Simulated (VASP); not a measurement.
# AgI (zincblende type) (F-43m) in VASP: density of states with PBEsol

Aim: the density of states of AgI (zincblende type) with PBEsol.

Everything below comes from runs of VASP 6.6.1. Logs are shortened: lines on timing, memory, paths and dates and some standing lists are left out, and cuts for length are marked.

## 1. The cell of the first run

It takes space group F-43m (No. 216, cubic). The conventional cell has a = 4.754 Å, b = 4.754 Å, c = 4.754 Å, α = 90.00°, β = 90.00°, γ = 90.00°. Within 2.7 Å of Ag (site symmetry -43m) lie 4 I at 2.06 Å. Within 2.7 Å of I (site symmetry -43m) lie 4 Ag at 2.06 Å.

## 2. Density of states, PBEsol (volume scaled by 0.4)

Contents of POSCAR:

```
AgI
1.0
    0.0000000000      2.3770076546      2.3770076546
    2.3770076546      0.0000000000      2.3770076546
    2.3770076546      2.3770076546      0.0000000000
Ag I
1 1
Direct
    0.0000000000      0.0000000000      0.0000000000
    0.2500000000      0.2500000000      0.2500000000
```

Contents of INCAR.step1:

```
PREC = Accurate
ENCUT = 400
EDIFF = 1E-6
ISMEAR = -1
SIGMA = 0.05
LREAL = False
LASPH = True
NELM = 120
ALGO = Normal
ISIF = 2
LWAVE = False
LCHARG = True
LMAXMIX = 4
GGA = PS
NBANDS = 16
GGA_COMPAT = False
NEDOS = 2001
LORBIT = 11
```

Contents of KPOINTS.step1:

```
Automatic mesh
0
Gamma
  12 12 12
```

Contents of INCAR.step2:

```
PREC = Accurate
ENCUT = 400
EDIFF = 1E-6
ISMEAR = -5
SIGMA = 0.05
LREAL = False
LASPH = True
NELM = 120
ALGO = Normal
ISIF = 2
LWAVE = False
LCHARG = False
LMAXMIX = 4
GGA = PS
LORBIT = 11
NEDOS = 1001
ICHARG = 11
GGA_COMPAT = False
```

Contents of KPOINTS.step2:

```
Automatic mesh
0
Gamma
  18 18 18
```

Potentials or basis: VASP PAW PBE potentials, release 64 (Ag, I).

Run with:

```bash
$ cat potpaw_PBE.64/Ag/POTCAR potpaw_PBE.64/I/POTCAR > POTCAR
$ cp INCAR.step1 INCAR
$ cp KPOINTS.step1 KPOINTS
$ mpirun -np 1 vasp_std > vasp.out
$ cp INCAR.step2 INCAR
$ cp KPOINTS.step2 KPOINTS
$ mpirun -np 1 vasp_std > vasp.out
```

OUTCAR:

```text
PREC = Accurate
   ENCUT = 400
   EDIFF = 1E-6
   ISMEAR = -5
   LREAL = False
   LASPH = True
   NELM = 120
   ISIF = 2
   GGA = PS
   LORBIT = 11
   ICHARG = 11

 ion  position               nearest neighbor table
   1  0.000  0.000  0.000-   2 2.06   2 2.06   2 2.06   2 2.06
   2  0.250  0.250  0.250-   1 2.06   1 2.06   1 2.06   1 2.06

  LATTYP: Found a face centered cubic cell.
 ALAT       =     4.7540153092

  Lattice vectors:

 A1 = (   0.0000000000,   2.3770076546,   2.3770076546)
 A2 = (   2.3770076546,   0.0000000000,   2.3770076546)
 A3 = (   2.3770076546,   2.3770076546,   0.0000000000)

Analysis of symmetry for initial positions (statically):
=====================================================================
 Subroutine PRICEL returns:
 Original cell was already a primitive cell.

 Routine SETGRP: Setting up the symmetry group for a
 face centered cubic supercell.

 Subroutine GETGRP returns: Found 24 space group operations
 (whereof 24 operations were pure point group operations)
 out of a pool of 48 trial point group operations.

The static configuration has the point symmetry T_d .

Analysis of symmetry for dynamics (positions and initial velocities):
=====================================================================
 Subroutine PRICEL returns:
 Original cell was already a primitive cell.

 Routine SETGRP: Setting up the symmetry group for a
 face centered cubic supercell.

 Subroutine GETGRP returns: Found 24 space group operations
 (whereof 24 operations were pure point group operations)
 out of a pool of 48 trial point group operations.

The dynamic configuration has the point symmetry T_d .

 Subroutine INISYM returns: Found 24 space group operations
 (whereof 24 operations are pure point group operations),
 and found     1 'primitive' translations

----------------------------------------------------------------------------------------

                                     Primitive cell

  volume of cell :      26.8610

  direct lattice vectors                    reciprocal lattice vectors
     0.000000000  2.377007655  2.377007655    -0.210348502  0.210348502  0.210348502
     2.377007655  0.000000000  2.377007655     0.210348502 -0.210348502  0.210348502
     2.377007655  2.377007655  0.000000000     0.210348502  0.210348502 -0.210348502

  length of vectors
     3.361596463  3.361596463  3.361596463     0.364334293  0.364334293  0.364334293

  position of ions in fractional coordinates (direct lattice)
     0.000000000  0.000000000  0.000000000
     0.250000000  0.250000000  0.250000000

  ion indices of the primitive-cell ions
   primitive index   ion index
                 1           1
                 2           2

----------------------------------------------------------------------------------------

 KPOINTS: Automatic mesh

Automatic generation of k-mesh.
 Grid dimensions read from file:
 generate k-points for:   18   18   18

 Generating k-lattice:

  Cartesian coordinates                     Fractional coordinates (reciprocal lattice)
    -0.011686028  0.011686028  0.011686028     0.055555556  0.000000000  0.000000000
     0.011686028 -0.011686028  0.011686028     0.000000000  0.055555556  0.000000000
     0.011686028  0.011686028 -0.011686028     0.000000000  0.000000000  0.055555556

  Length of vectors
     0.020240794  0.020240794  0.020240794

  Shift w.r.t. Gamma in fractional coordinates (k-lattice)
     0.000000000  0.000000000  0.000000000

 TETIRR: Found    806 inequivalent tetrahedra from    34992

 Subroutine IBZKPT returns following result:
 ===========================================

 Found    195 irreducible k-points:

 Following reciprocal coordinates:
            Coordinates               Weight
  0.000000  0.000000  0.000000      1.000000
  0.055556  0.000000  0.000000      8.000000
  0.111111  0.000000  0.000000      8.000000
  0.166667  0.000000  0.000000      8.000000
  0.222222  0.000000  0.000000      8.000000
  0.277778  0.000000  0.000000      8.000000
[... 16 lines left out ...]
 -0.277778  0.055556  0.000000     24.000000
 -0.222222  0.055556  0.000000     24.000000
 [... further k-points ...]
   k-points           NKPTS =    195   k-points in BZ     NKDIM =    195   number of bands    NBANDS=     13
   number of dos      NEDOS =   1001   number of ions     NIONS =      2
   total plane-waves  NPLWV =  13824
   dimension x,y,z NGX =    24 NGY =   24 NGZ =   24
   dimension x,y,z NGXF=    48 NGYF=   48 NGZF=   48
   ions per type =               1   1
   NGX,Y,Z   is equivalent  to a cutoff of  11.87, 11.87, 11.87 a.u.
   NGXF,Y,Z  is equivalent  to a cutoff of  23.74, 23.74, 23.74 a.u.
 SYSTEM =  unknown system
   PREC   = accura    normal or accurate (medium, high low for compatibility)
   ISTART =      0    job   : 0-new  1-cont  2-samecut
   ICHARG =     11    charge: 1-file 2-atom 10-const
   ISPIN  =      1    spin polarized calculation?
   LNONCOLLINEAR =      F non collinear calculations
   LSORBIT =      F    spin-orbit coupling
   LASPH  =      T    aspherical Exc in radial PAW
   ENCUT  =  400.0 eV  29.40 Ry    5.42 a.u.   5.48  5.48  5.48*2*pi/ulx,y,z
   NELM   =    120;   NELMIN=  2; NELMDL=  0     # of ELM steps
   EDIFF  = 0.1E-05   stopping-criterion for ELM
   LREAL  =      F    real-space projection
   EDIFFG = 0.1E-04   stopping-criterion for IOM
   NSW    =      0    number of steps for IOM
   IBRION =     -1    ionic relax: 0-MD 1-quasi-New 2-CG
   NFREE  =      0    steps in history (QN), initial steepest desc. (CG)
   ISIF   =      2    stress and relaxation
   ISYM   =      2    0-nonsym 1-usesym 2-fastsym
   POTIM  = 0.5000    time-step for ionic-motion
   TEBEG  =    0.0;   TEEND  =   0.0 temperature during run
   PSTRESS=    0.0 pullay stress
   NELECT =      18.0000    total number of electrons
   NUPDOWN=      -1.0000    fix difference up-down
   EMIN   =  10.00;   EMAX   =-10.00  energy-range for DOS
   EFERMI =   0.00;   METHOD = LEGACY
   ISMEAR =    -5;   SIGMA  =   0.05  broadening in eV -4-tet -1-fermi 0-gaus
   EFERMI_NEDOS =   21; number of points for ismear=-14 and -15
   IALGO  =     38    algorithm
   IMIX   =      4    mixing-type and parameters
     AMIX     =   0.40;   BMIX     =  1.00
     AMIX_MAG =   1.60;   BMIX_MAG =  1.00
  volume/ion in A,a.u.               =      13.43        90.63
  Fermi-wavevector in a.u.,A,eV,Ry     =   1.432600  2.707222 27.923837  2.052344
  Thomas-Fermi vector in A             =   2.552210
   LORBIT       =     11    0 simple, 1 ext, 2 COOP (PROOUT), +10 PAW based schemes
   GGA     = PS    functional components
   LHFCALC =     F    Hartree Fock is set to
   AEXX    =    0.0000 exact exchange contribution
   IVDW    =     0    specifies the selected vdW correction
   LEPSILON=     F    determine dielectric tensor
   LRPA    =     F    only Hartree local field effects (RPA)
 non-spin polarized calculation
 Fermi weights with tetrahedron method with Bloechl corrections
  energy-cutoff  :      400.00
  volume of cell :       26.86
 maximum number of plane-waves:       531
 NGX is ok and might be reduce to    24

 number of electron      17.9999995 magnetization

 Free energy of the ion-electron system (eV)
  ---------------------------------------------------
  ext. energy  EPLUGINS =         0.00000000
  ---------------------------------------------------
  free energy    TOTEN  =        11.70054297 eV

  energy without entropy =       11.70054297  energy(sigma->0) =       11.70054297

 E-fermi :  21.2161     XC(G=0): -13.5714

 val. band max:       21.2014151602   @ k =   0.0000   0.0000   0.0000
 cond. band min:      21.2349286522   @ k =   0.3333   0.3333   0.0000
 fundamental gap:      0.0335134921
 Fermi energy:        21.2160916257

 k-point     1 :       0.0000    0.0000    0.0000
  band No.  band energies     occupation
      1      -1.9749      2.00000
      2       6.2707      2.00000
      3       6.2707      2.00000
      4       6.2707      2.00000
      5       9.0207      2.00000
      6       9.0207      2.00000
      7      21.2014      2.00000
      8      21.2014      2.00000
      9      21.2014      2.00000
     10      21.6594      0.00000
     11      24.0822      0.00000
     12      24.0822      0.00000
     13      24.0822      0.00000

 k-point     2 :       0.0556    0.0000    0.0000
  band No.  band energies     occupation
      1      -1.9234      2.00000
      2       6.2483      2.00000
      3       6.2924      2.00000
      4       6.2924      2.00000
      5       9.0092      2.00000
      6       9.0092      2.00000
      7      20.3865      2.00000
      8      21.0623      2.00000
      9      21.0623      2.00000
     10      22.0224      0.00000
     11      24.1455      0.00000
     12      24.1964      0.00000
     13      24.1964      0.00000

 k-point     3 :       0.1111    0.0000    0.0000
  band No.  band energies     occupation
      1      -1.7722      2.00000
      2       6.1894      2.00000
      3       6.3537      2.00000
      4       6.3537      2.00000
      5       8.9794      2.00000
      6       8.9794      2.00000
      7      19.0012      2.00000
      8      20.6965      2.00000
      9      20.6965      2.00000
     10      22.3254      0.00000
     11      24.2337      0.00000
     12      24.4734      0.00000
     13      24.4734      0.00000

 k-point     4 :       0.1667    0.0000    0.0000
  band No.  band energies     occupation
      1      -1.5330      2.00000
      2       6.1185      2.00000
      3       6.4433      2.00000
      4       6.4433      2.00000
      5       8.9452      2.00000
      6       8.9452      2.00000
      7      17.4289      2.00000
      8      20.1933      2.00000
      9      20.1933      2.00000
     10      22.4176      0.00000
     11      24.4746      0.00000
     12      24.7848      0.00000
     13      24.7848      0.00000

 k-point     5 :       0.2222    0.0000    0.0000
  band No.  band energies     occupation
      1      -1.2260      2.00000
      2       6.0711      2.00000
      3       6.5445      2.00000
      4       6.5445      2.00000
      5       8.9257      2.00000
      6       8.9257      2.00000
      7      15.8200      2.00000
      8      19.6231      2.00000
      9      19.6231      2.00000
     10      22.2527      0.00000
     11      25.0213      0.00000
     12      25.0221      0.00000
     13      25.0221      0.00000
[... 257 lines left out ...]
 k-point    22 :      -0.3333    0.0556    0.0000
  band No.  band energies     occupation
      1      -0.4071      2.00000
      2       6.2628      2.00000
      3       6.7303      2.00000
      4       6.7416      2.00000
      5       8.9293      2.00000
      6       9.0929      2.00000
      7      12.3968      2.00000
      8      17.6498      2.00000
      9      18.5973      2.00000
     10      21.7275      0.00000
     11      25.1443      0.00000
     12      25.2292      0.00000
     13      26.9275      0.00000

 k-point    23 :      -0.2778    0.0556    0.0000
  band No.  band energies     occupation
      1      -0.7311      2.00000
      2       6.1076      2.00000
      3       6.6752      2.00000
      4       6.6813      2.00000
      5       8.8672      2.00000
      6       9.0332      2.00000
      7      13.7786      2.00000
      8      18.0348      2.00000
      9      19.2157      2.00000
     10      22.0367      0.00000
     11      25.0774      0.00000
     12      25.1305      0.00000
     13      26.2705      0.00000

 k-point    24 :      -0.2222    0.0556    0.0000
  band No.  band energies     occupation
      1      -1.0750      2.00000
      2       6.0558      2.00000
      3       6.5844      2.00000
      4       6.6060      2.00000
      5       8.8482      2.00000
      6       8.9975      2.00000
      7      15.3037      2.00000
      8      18.5056      2.00000
      9      19.8648      2.00000
     10      22.3910      0.00000
     11      24.8524      0.00000
     12      24.9374      0.00000
     13      25.6110      0.00000

 [... further k-points ...]

------------------------ aborting loop because EDIFF is reached ----------------------------------------

  FORCE on cell =-STRESS in cart. coord.  units (eV):
  Direction    XX          YY          ZZ          XY          YZ          ZX
  --------------------------------------------------------------------------------------
  -------------------------------------------------------------------------------------
  Total       56.6446829     56.6446829     56.6446829      0.0000000      0.0000000     -0.0000000
  in kB     3378.6872742   3378.6872742   3378.6872742      0.0000000      0.0000000     -0.0000000
  external PRESSURE =    3378.6872742 kB  Pullay stress =       0.0000000 kB

 VOLUME and BASIS-vectors are now :
 -----------------------------------------------------------------------------
  energy-cutoff  :      400.00
  volume of cell :       26.86
      direct lattice vectors                 reciprocal lattice vectors
     0.000000000  2.377007655  2.377007655    -0.210348502  0.210348502  0.210348502
     2.377007655  0.000000000  2.377007655     0.210348502 -0.210348502  0.210348502
     2.377007655  2.377007655  0.000000000     0.210348502  0.210348502 -0.210348502

 POSITION                                       TOTAL-FORCE (eV/Angst)
 -----------------------------------------------------------------------------------
      0.00000      0.00000      0.00000         0.000000     -0.000000     -0.000000
      1.18850      1.18850      1.18850        -0.000000      0.000000      0.000000
 -----------------------------------------------------------------------------------
    total drift:                                0.000001      0.000001      0.000002

  FREE ENERGIE OF THE ION-ELECTRON SYSTEM (eV)
  ---------------------------------------------------
  free  energy   TOTEN  =        11.7005429663 eV

  energy  without entropy=       11.7005429663  energy(sigma->0) =       11.70054297

 total charge

# of ion       s       p       d       tot
------------------------------------------
    1        0.859   1.534   9.708  12.101
    2        1.555   3.352   0.487   5.393
--------------------------------------------------
tot          2.414   4.886  10.195  17.495
```

Run time: 18 s. Hardware: 1 thread of Intel Xeon 6975P-C (Granite Rapids), shared host; peak memory 0.18 GiB.

What came out:

* Valence electrons inside the program's atomic spheres: Ag 12.10; I 5.39

Caveat: the PAW data sets were made with another functional, which shifts forces and pressure a little; spin-orbit coupling is left out, which moves the levels of the heavy elements.
